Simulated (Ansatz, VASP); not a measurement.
## Al3BP4: VASP beside Ansatz

```xyz
8
Lattice="5.3803 0.0000 0.0000 0.0000 5.3803 0.0000 0.0000 0.0000 5.3803" Properties=species:S:1:pos:R:3 pbc="T T T"
B     0.0000    0.0000    0.0000
P     1.2155    1.2155    1.2155
P     4.1648    4.1648    1.2155
P     4.1648    1.2155    4.1648
P     1.2155    4.1648    4.1648
Al    2.6901    2.6901    0.0000
Al    2.6901    0.0000    2.6901
Al    0.0000    2.6901    2.6901
```

Alike in both runs: task single point; functional PBE; k mesh 4 × 4 × 4; no spin polarisation.

|  | VASP | Ansatz |
| --- | --- | --- |
| version | VASP 6.6.1 | Ansatz 0.2.0 |
| potentials or method | VASP PAW PBE potentials, release 64 (B, P, Al) | plane waves, PAW |
| plane-wave cutoff (eV) | 520 | 420 |
| occupations | gaussian, width 0.01 eV | fixed |
| valence electrons in the cell | 32 | 32 |

Ansatz gave:

```
gap on the k mesh at the Fermi level (eV) : 0.95
pressure (GPa)                            : -4.9
rms of the force components (eV/Å)        : 0.024
```

What did VASP give for the same quantities?

gap on the k mesh at the Fermi level (eV): 0.95; pressure (GPa): -5.0; rms of the force components (eV/Å): 0.024.
